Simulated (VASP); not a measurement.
# Li4S5 (P3m1) in VASP: notebook

Runs on Li4S5. Level: PBE+D3(BJ). Tasks: single point, relaxation of cell and atoms.

Program: VASP 6.6.1. These are calculated values, not measurements. Logs are shortened: lines on timing, memory, paths and dates and some standing lists are left out, and cuts for length are marked.

### 1 The cell of the first run

The structure is trigonal, space group P3m1 (No. 156). The conventional cell has a = 3.161 Å, b = 3.161 Å, c = 16.437 Å, α = 90.00°, β = 90.00°, γ = 120.00°. Within 2.9 Å of Li (site symmetry 3m) lie 2 S at 2.20 Å. Within 3.3 Å of Li (site symmetry 3m) lie 6 S at 2.52 to 2.55 Å and 6 Li at 3.16 Å. Li (site symmetry 3m) has 6 S at 2.40 to 2.62 Å and 6 Li at 3.16 Å within 3.2 Å. Li (site symmetry 3m) has 6 S at 2.39 to 2.64 Å and 6 Li at 3.16 Å within 3.2 Å. S (site symmetry 3m) has 4 Li at 2.20 to 2.39 Å within 2.9 Å. S (site symmetry 3m) has 4 Li at 2.20 to 2.55 Å within 2.9 Å. Within 3.2 Å of S (site symmetry 3m) lie 6 Li at 2.40 to 2.52 Å and 6 S at 3.16 Å. Within 3.2 Å of S (site symmetry 3m) lie 9 S at 2.44 to 3.16 Å and 3 Li at 2.62 Å.

### 2 Single point, PBE+D3(BJ)

INCAR

```
SYSTEM = Li4S5
PREC = Accurate ; ENCUT = 520
EDIFF = 1E-7 ; ISMEAR = 0
SIGMA = 0.1 ; LREAL = .False.
LASPH = .True. ; NELM = 80
ALGO = Normal ; ISIF = 2
LWAVE = .False. ; LCHARG = .True.
GGA = PE ; IVDW = 12
LELF = .True. ; LVHAR = .True.
NBANDS = 31
```

KPOINTS

```
Automatic mesh
0
Gamma
  6 6 1
  0 0 0
```

POSCAR

```
Li4S5
1.0
    3.1605145040      0.0000000000      0.0000000000
   -1.5802572520      2.7370858495      0.0000000000
    0.0000000000      0.0000000000     16.4366044114
Li S
4 5
Direct
    0.0000000000      0.0000000000      0.1281404626
    0.3333333333      0.6666666667      0.3706546138
    0.6666666667      0.3333333333      0.5710801304
    0.3333333333      0.6666666667      0.9006136498
    0.0000000000      0.0000000000     -0.0057647588
    0.0000000000      0.0000000000      0.2621893907
    0.0000000000      0.0000000000      0.4763363222
    0.3333333333      0.6666666667      0.6856113416
    0.0000000000      0.0000000000      0.7845403577
```

Potentials or basis: VASP PAW PBE potentials, release 64 (Li_sv, S).

On the command line:

```console
$ cat potpaw_PBE.64/Li_sv/POTCAR potpaw_PBE.64/S/POTCAR > POTCAR
$ mpirun -np 1 vasp_std > vasp.out
```

OUTCAR:

```text
SYSTEM = Li4S5
   PREC = Accurate
   ENCUT = 520
   EDIFF = 1E-7
   ISMEAR = 0
   LREAL = .False.
   LASPH = .True.
   NELM = 80
   ISIF = 2
   GGA = PE
   IVDW = 12
 IVDW          = 12

 ion  position               nearest neighbor table
   1  0.000  0.000  0.128-   5 2.20   6 2.20
   2  0.333  0.667  0.371-   7 2.52   7 2.52   7 2.52   6 2.55   6 2.55   6 2.55
   3  0.667  0.333  0.571-   7 2.40   7 2.40   7 2.40   8 2.62   8 2.62   8 2.62
   4  0.333  0.667  0.901-   5 2.39   5 2.39   5 2.39   9 2.64   9 2.64   9 2.64
   5  0.000  0.000  0.994-   1 2.20   4 2.39   4 2.39   4 2.39
   6  0.000  0.000  0.262-   1 2.20   2 2.55   2 2.55   2 2.55
   7  0.000  0.000  0.476-   3 2.40   3 2.40   3 2.40   2 2.52   2 2.52   2 2.52
   8  0.333  0.667  0.686-   9 2.44   9 2.44   9 2.44   3 2.62   3 2.62   3 2.62
   9  0.000  0.000  0.785-   8 2.44   8 2.44   8 2.44   4 2.64   4 2.64   4 2.64

  LATTYP: Found a hexagonal cell.
 ALAT       =     3.1605145040
 C/A-ratio  =     5.2006103407

  Lattice vectors:

 A1 = (   3.1605145040,   0.0000000000,   0.0000000000)
 A2 = (  -1.5802572520,   2.7370858495,   0.0000000000)
 A3 = (   0.0000000000,   0.0000000000,  16.4366044114)

Analysis of symmetry for initial positions (statically):
=====================================================================
 Subroutine PRICEL returns:
 Original cell was already a primitive cell.

 Routine SETGRP: Setting up the symmetry group for a
 hexagonal supercell.

 Subroutine GETGRP returns: Found  6 space group operations
 (whereof  6 operations were pure point group operations)
 out of a pool of 24 trial point group operations.

The static configuration has the point symmetry C_3v.

Analysis of symmetry for dynamics (positions and initial velocities):
=====================================================================
 Subroutine PRICEL returns:
 Original cell was already a primitive cell.

 Routine SETGRP: Setting up the symmetry group for a
 hexagonal supercell.

 Subroutine GETGRP returns: Found  6 space group operations
 (whereof  6 operations were pure point group operations)
 out of a pool of 24 trial point group operations.

The dynamic configuration has the point symmetry C_3v.

 Subroutine INISYM returns: Found  6 space group operations
 (whereof  6 operations are pure point group operations),
 and found     1 'primitive' translations

----------------------------------------------------------------------------------------

                                     Primitive cell

  volume of cell :     142.1865

  direct lattice vectors                    reciprocal lattice vectors
     3.160514504  0.000000000  0.000000000     0.316404180  0.182676038  0.000000000
    -1.580257252  2.737085850  0.000000000     0.000000000  0.365352077  0.000000000
     0.000000000  0.000000000 16.436604411     0.000000000  0.000000000  0.060839817

  length of vectors
     3.160514504  3.160514504 16.436604411     0.365352077  0.365352077  0.060839817

  position of ions in fractional coordinates (direct lattice)
     0.000000000  0.000000000  0.128140463
     0.333333333  0.666666667  0.370654614
     0.666666667  0.333333333  0.571080130
     0.333333333  0.666666667  0.900613650
     0.000000000  0.000000000  0.994235241
     0.000000000  0.000000000  0.262189391
     0.000000000  0.000000000  0.476336322
     0.333333333  0.666666667  0.685611342
     0.000000000  0.000000000  0.784540358

  ion indices of the primitive-cell ions
   primitive index   ion index
                 1           1
                 2           2
                 3           3
                 4           4
                 5           5
                 6           6
                 7           7
                 8           8
                 9           9

----------------------------------------------------------------------------------------

 KPOINTS: Automatic mesh

Automatic generation of k-mesh.
 Grid dimensions read from file:
 generate k-points for:    6    6    1

 Generating k-lattice:

  Cartesian coordinates                     Fractional coordinates (reciprocal lattice)
     0.052734030  0.030446006  0.000000000     0.166666667  0.000000000  0.000000000
     0.000000000  0.060892013  0.000000000     0.000000000  0.166666667  0.000000000
     0.000000000  0.000000000  0.060839817     0.000000000  0.000000000  1.000000000

  Length of vectors
     0.060892013  0.060892013  0.060839817

  Shift w.r.t. Gamma in fractional coordinates (k-lattice)
     0.000000000  0.000000000  0.000000000

 Subroutine IBZKPT returns following result:
 ===========================================

 Found      7 irreducible k-points:

 Following reciprocal coordinates:
            Coordinates               Weight
  0.000000  0.000000  0.000000      1.000000
  0.166667  0.000000  0.000000      6.000000
  0.333333 -0.000000  0.000000      6.000000
  0.500000  0.000000  0.000000      3.000000
[... 33 lines left out ...]
   NUPDOWN=      -1.0000    fix difference up-down
   EMIN   =  10.00;   EMAX   =-10.00  energy-range for DOS
   EFERMI =   0.00;   METHOD = LEGACY
   ISMEAR =     0;   SIGMA  =   0.10  broadening in eV -4-tet -1-fermi 0-gaus
   EFERMI_NEDOS =   21; number of points for ismear=-14 and -15
   IALGO  =     38    algorithm
   IMIX   =      4    mixing-type and parameters
     AMIX     =   0.40;   BMIX     =  1.00
     AMIX_MAG =   1.60;   BMIX_MAG =  1.00
  volume/ion in A,a.u.               =      15.80       106.61
  Fermi-wavevector in a.u.,A,eV,Ry     =   1.090281  2.060333 16.173421  1.188713
  Thomas-Fermi vector in A             =   2.226502
   LORBIT       =      0    0 simple, 1 ext, 2 COOP (PROOUT), +10 PAW based schemes
   GGA     = PE    functional components
   LHFCALC =     F    Hartree Fock is set to
   AEXX    =    0.0000 exact exchange contribution
   IVDW    =    12    specifies the selected vdW correction
   LEPSILON=     F    determine dielectric tensor
   LRPA    =     F    only Hartree local field effects (RPA)
 non-spin polarized calculation
 Gauss-broadening in eV      SIGMA  =   0.10
  energy-cutoff  :      520.00
  volume of cell :      142.19
 maximum number of plane-waves:      3858
 NGX is ok and might be reduce to    24
   NGX = 11   NGY = 11   NGZ = 61

 number of electron      42.0000012 magnetization

 Free energy of the ion-electron system (eV)
  ---------------------------------------------------
  ext. energy  EPLUGINS =         0.00000000
  ---------------------------------------------------
  free energy    TOTEN  =       -30.76040859 eV

  energy without entropy =      -30.72946079  energy(sigma->0) =      -30.74493469

 E-fermi :   4.0407     XC(G=0):  -9.3778

 val. band max:        4.0197293718   @ k =   0.1667   0.1667   0.0000
 cond. band min:       4.1459439791   @ k =   0.3333  -0.0000   0.0000
 fundamental gap:      0.1262146073
 Fermi energy:         4.0406814351

 k-point     1 :       0.0000    0.0000    0.0000
  band No.  band energies     occupation
      1     -41.8767      2.00000
      2     -41.1532      2.00000
      3     -41.0154      2.00000
      4     -40.9582      2.00000
      5     -12.4712      2.00000
      6      -9.0233      2.00000
[... 23 lines left out ...]
     30      12.9298      0.00000
     31      13.0874      0.00000

 k-point     2 :       0.1667    0.0000    0.0000
  band No.  band energies     occupation
      1     -41.8747      2.00000
      2     -41.1508      2.00000
      3     -41.0129      2.00000
      4     -40.9559      2.00000
      5     -12.0489      2.00000
      6      -8.6914      2.00000
[... 23 lines left out ...]
     30      12.2194      0.00000
     31      12.9155      0.00000

 k-point     3 :       0.3333   -0.0000    0.0000
  band No.  band energies     occupation
      1     -41.8708      2.00000
      2     -41.1459      2.00000
      3     -41.0081      2.00000
      4     -40.9514      2.00000
      5     -10.8734      2.00000
      6      -7.8795      2.00000
[... 125 lines left out ...]
     30      11.0303      0.00000
     31      11.4320      0.00000

 k-point     7 :       0.3333    0.3333    0.0000
  band No.  band energies     occupation
      1     -41.8678      2.00000
      2     -41.1422      2.00000
      3     -41.0044      2.00000
      4     -40.9479      2.00000
      5      -8.6835      2.00000
      6      -8.6622      2.00000
[... 23 lines left out ...]
     30      11.0482      0.00000
     31      11.9624      0.00000

------------------------ aborting loop because EDIFF is reached ----------------------------------------

 Edisp (eV)   -2.67051

 E8    (eV) :    -1.0215

  FORCE on cell =-STRESS in cart. coord.  units (eV):
  Direction    XX          YY          ZZ          XY          YZ          ZX
  --------------------------------------------------------------------------------------
  -------------------------------------------------------------------------------------
  Total      -0.10315    -0.10315    -0.03168     0.00000     0.00000     0.00000
  in kB      -1.16228    -1.16228    -0.35694     0.00000     0.00000     0.00000
  external pressure =       -0.89 kB  Pullay stress =        0.00 kB

 VOLUME and BASIS-vectors are now :
 -----------------------------------------------------------------------------
  energy-cutoff  :      520.00
  volume of cell :      142.19
      direct lattice vectors                 reciprocal lattice vectors
     3.160514504  0.000000000  0.000000000     0.316404180  0.182676038  0.000000000
    -1.580257252  2.737085850  0.000000000     0.000000000  0.365352077  0.000000000
     0.000000000  0.000000000 16.436604411     0.000000000  0.000000000  0.060839817

 POSITION                                       TOTAL-FORCE (eV/Angst)
 -----------------------------------------------------------------------------------
      0.00000      0.00000      2.10619         0.000000     -0.000000      0.000684
     -0.00000      1.82472      6.09230         0.000000     -0.000000     -0.000571
      1.58026      0.91236      9.38662        -0.000000     -0.000000     -0.000202
     -0.00000      1.82472     14.80303        -0.000000     -0.000000      0.000716
      0.00000      0.00000     16.34185         0.000000     -0.000000     -0.016406
      0.00000      0.00000      4.30950         0.000000     -0.000000      0.019323
      0.00000      0.00000      7.82935        -0.000000     -0.000000     -0.001059
     -0.00000      1.82472     11.26912         0.000000     -0.000000      0.023584
      0.00000      0.00000     12.89518        -0.000000      0.000000     -0.026068
 -----------------------------------------------------------------------------------
    total drift:                                0.000000      0.000000      0.001644

  FREE ENERGIE OF THE ION-ELECTRON SYSTEM (eV)
  ---------------------------------------------------
  free  energy   TOTEN  =       -33.4309139074 eV

  energy  without entropy=      -33.3999661001  energy(sigma->0) =      -33.41544000
```

Run time: 20 s. Hardware: 1 thread of Intel Xeon 6975P-C (Granite Rapids), shared host; peak memory 0.25 GiB.

Results:

```
Free energy                : -33.4309 eV
Largest force              : 0.026 eV/Å
Band gap on the k mesh     : zero (band 21 reaches 5.42 eV, above the bottom of band 22 at 2.99 eV)
Dispersion energy per atom : -0.297 eV
```

Forces in eV/Å, atoms in the order of the input:
```
Li   0.000  0.000  0.001
Li   0.000  0.000 -0.001
Li   0.000  0.000  0.000
Li   0.000  0.000  0.001
S    0.000  0.000 -0.016
S    0.000  0.000  0.019
S    0.000  0.000 -0.001
S    0.000  0.000  0.024
S    0.000  0.000 -0.026
```

Caveat: the k points lie up to 0.38 Å⁻¹ apart; the cutoff is under 1.25 times the usual one of these potentials, so pressure, stress and relaxed cells hold a basis-set (Pulay) error; pairwise dispersion overbinds metals, which lowers pressure and volume.

### 3 Single point, PBE+D3(BJ)

This run uses another cell than the first one, of 18.42 Å³/atom, 1.166 times its volume.

INCAR

```
PREC = Accurate ; ENCUT = 520
EDIFF = 1E-6 ; ISMEAR = 0
SIGMA = 0.1 ; LREAL = False
LASPH = True ; NELM = 80
ALGO = Normal ; ISIF = 2
LWAVE = False ; LCHARG = False
GGA = PE ; IVDW = 12
NBANDS = 31
```

KPOINTS

```
Automatic mesh
0
Gamma
  6 6 1
```

POSCAR

```
Li4S5
1.0
    3.3903729400      0.0000000000      0.0000000000
   -1.6951864700      2.9361491000      0.0000000000
    0.0000000000      0.0000000000     16.6494650700
Li S
4 5
Direct
    0.0000000000      0.0000000000      0.1381425800
    0.3333333300      0.6666666700      0.3696898900
    0.6666666700      0.3333333300      0.5564993700
    0.3333333300      0.6666666700      0.9065952600
    0.0000000000      0.0000000000      0.0000000000
    0.0000000000      0.0000000000      0.2762851500
    0.0000000000      0.0000000000      0.4630946300
    0.3333333300      0.6666666700      0.6499041100
    0.0000000000      0.0000000000      0.8131905200
```

Potentials or basis: VASP PAW PBE potentials, release 64 (Li_sv, S).

On the command line:

```console
$ cat potpaw_PBE.64/Li_sv/POTCAR potpaw_PBE.64/S/POTCAR > POTCAR
$ mpirun -np 1 vasp_std > vasp.out
```

Wall time 36 s (1 thread of Intel Xeon 6975P-C (Granite Rapids), shared host); peak memory 0.29 GiB.

It converged, with:

| Item | Value |
| --- | --- |
| Free energy | -31.7656 eV |
| Largest force | 0.726 eV/Å |
| Band gap on the k mesh | zero (band 21 reaches 3.15 eV, above the bottom of band 22 at 1.52 eV) |
| Dispersion energy per atom | -0.254 eV |

Forces in eV/Å, atoms in the order of the input:
```
Li   0.000  0.000  0.045
Li   0.000  0.000  0.001
Li   0.000  0.000 -0.095
Li   0.000  0.000  0.153
S    0.000  0.000 -0.139
S    0.000  0.000 -0.579
S    0.000  0.000  0.394
S    0.000  0.000  0.726
S    0.000  0.000 -0.505
```

Levels at points of the mesh, in eV from the Fermi level:
| k point | band 20 | band 21 | band 22 | band 23 | band 24 | band 25 |
| --- | --- | --- | --- | --- | --- | --- |
| (0.00, 0.00, 0.00) | 0.85 | 1.05 | 1.05 | 1.07 | 1.07 | 3.24 |
| (0.50, 0.00, 0.00) | -0.16 | -0.13 | -0.05 | 0.10 | 0.31 | 2.89 |

Caveat: the k points lie up to 0.38 Å⁻¹ apart; the cutoff is under 1.25 times the usual one of these potentials, so pressure, stress and relaxed cells hold a basis-set (Pulay) error; pairwise dispersion overbinds metals, which lowers pressure and volume.

### 4 Relaxation of cell and atoms, PBE+D3(BJ)

This run uses another cell than the first one, of 18.42 Å³/atom, 1.166 times its volume.

INCAR

```
SYSTEM = Li4S5
  PREC = Accurate
  ENCUT = 600
  EDIFF = 1E-6
  ISMEAR = 0
  SIGMA = 0.1
  LREAL = .False.
  LASPH = .True.
  NELM = 80
  ALGO = Normal
  ISIF = 3
  LWAVE = .False.
  LCHARG = .False.
  GGA = PE
  IVDW = 12
  IBRION = 2
  NSW = 90
  EDIFFG = -0.04
```

KPOINTS

```
regular mesh
0
Gamma
  6 6 1
  0 0 0
```

POSCAR is that of step 3.

On the command line:

```console
$ cat potpaw_PBE.64/Li_sv/POTCAR potpaw_PBE.64/S/POTCAR > POTCAR
$ mpirun -np 1 vasp_std > vasp.out
```

Run time: 7.6 min. Hardware: 1 thread of Intel Xeon 6975P-C (Granite Rapids), shared host; peak memory 0.36 GiB.

It converged, with:

* Free energy: -33.4460 eV
* Relaxed volume: 15.76 Å³/atom
* Relaxed cell: a = 3.156 Å, b = 3.156 Å, c = 16.443 Å, α = 90.00°, β = 90.00°, γ = 120.00°
* Space group after relaxing (to 0.05 Å): P3m1 (No. 156)
* Energy gained by relaxing: 186.7 meV/atom
* Ionic steps: 24
* Pressure after relaxing: 0.0 GPa
* Largest force after relaxing: 0.037 eV/Å
* Band gap on the k mesh: zero (band 21 reaches 5.47 eV, above the bottom of band 22 at 3.02 eV)
* Dispersion energy per atom: -0.298 eV

Forces in eV/Å, atoms in the order of the input:
```
Li   0.000  0.000 -0.027
Li   0.000  0.000  0.037
Li   0.000  0.000 -0.009
Li   0.000  0.000 -0.001
S    0.000  0.000 -0.009
S    0.000  0.000  0.000
S    0.000  0.000 -0.015
S    0.000  0.000  0.023
S    0.000  0.000  0.000
```

Step by step:
```
step  energy change (eV)  largest force (eV/Å)  pressure (GPa)  volume (Å³)
   1              0.0000                0.7242           -4.14       165.74
   2             -0.2944                0.9589           -2.24       154.58
   3             -0.4340                1.2050            0.94       142.57
   4             -0.6527                1.2130            1.29       139.76
   5             -1.2332                1.1577            3.93       131.41
   6              4.5272               11.1409           31.11       115.10
   7             -1.2757                1.1006            4.40       130.77
   8             -1.2830                1.1827            5.26       129.56
   9             -1.3788                1.0465            5.13       130.83
  10             -1.3916                0.9843            5.18       131.45
  11             -1.5138                0.7618            3.42       134.63
  12             -1.6407                0.2616           -0.79       144.47
  13             -1.6424                0.2899           -0.45       143.50
  14             -1.6531                0.2447           -0.33       143.41
  15             -1.6602                0.1682           -0.12       143.25
  16             -1.6635                0.1528           -0.09       143.05
  17             -1.6704                0.1061            0.00       142.45
  18             -1.6694                0.2169            0.23       141.25
  19             -1.6724                0.1512            0.10       141.92
  20             -1.6762                0.0845            0.05       141.91
  21             -1.6778                0.1462            0.00       141.89
  22             -1.6798                0.0609           -0.02       141.88
  23             -1.6801                0.0541           -0.02       141.88
  24             -1.6805                0.0372           -0.02       141.80
```

Final structure:
```xyz
9
Lattice="3.1556 0.0000 0.0000 -1.5778 2.7328 0.0000 0.0000 0.0000 16.4428" Properties=species:S:1:pos:R:3 pbc="T T T"
Li    0.0000    0.0000    2.1149
Li    0.0000    1.8219    6.0816
Li    1.5778    0.9109    9.3932
Li    0.0000    1.8219   14.8104
S     0.0000    0.0000   16.3539
S     1.5778    2.7328    4.3156
S    -1.5778    2.7328    7.8322
S     0.0000    1.8219   11.2690
S     0.0000    0.0000   12.8942
```

Levels at points of the mesh, in eV from the Fermi level:
```tsv
k point	band 19	band 20	band 21	band 22	band 23	band 24	band 25	band 26
(0.00, 0.00, 0.00)	1.31	1.31	1.39	1.39	1.49	1.49	3.03	5.30
(0.50, 0.00, 0.00)	-0.75	-0.36	-0.19	-0.07	0.14	0.89	2.38	4.26
```

Caveat: the k points lie up to 0.38 Å⁻¹ apart in the final cell; the cutoff is under 1.25 times the usual one of these potentials, so pressure, stress and relaxed cells hold a basis-set (Pulay) error; pairwise dispersion overbinds metals, which lowers pressure and volume.

### 5 Summary

| task | cell | cutoff (eV) | gap on the mesh (eV) | largest force (eV/Å) |
| --- | --- | --- | --- | --- |
| single point | a = 3.161, b = 3.161, c = 16.437 Å, angles 90.0, 90.0, 120.0°, 9 atoms | 520 | none | 0.03 |
| single point | a = 3.390, b = 3.390, c = 16.649 Å, angles 90.0, 90.0, 120.0°, 9 atoms | 520 | none | 0.73 |
| relaxation of cell and atoms | relaxed from a = 3.390, b = 3.390, c = 16.649 Å, angles 90.0, 90.0, 120.0°, 9 atoms | 600 | none | 0.04 |

Alike in all rows: level PBE+D3(BJ); potentials or basis VASP PAW PBE potentials, release 64 (Li_sv, S); no spin polarisation; k mesh 6 × 6 × 1; smearing gaussian 0.1 eV.

Caveats: all runs use coarse meshes; the cutoff is under 1.25 times the usual one of these potentials, so pressure, stress and relaxed cells hold a basis-set (Pulay) error; pairwise dispersion overbinds metals, which lowers pressure and volume.

Absolute energies hang on the potentials; compare differences alone.
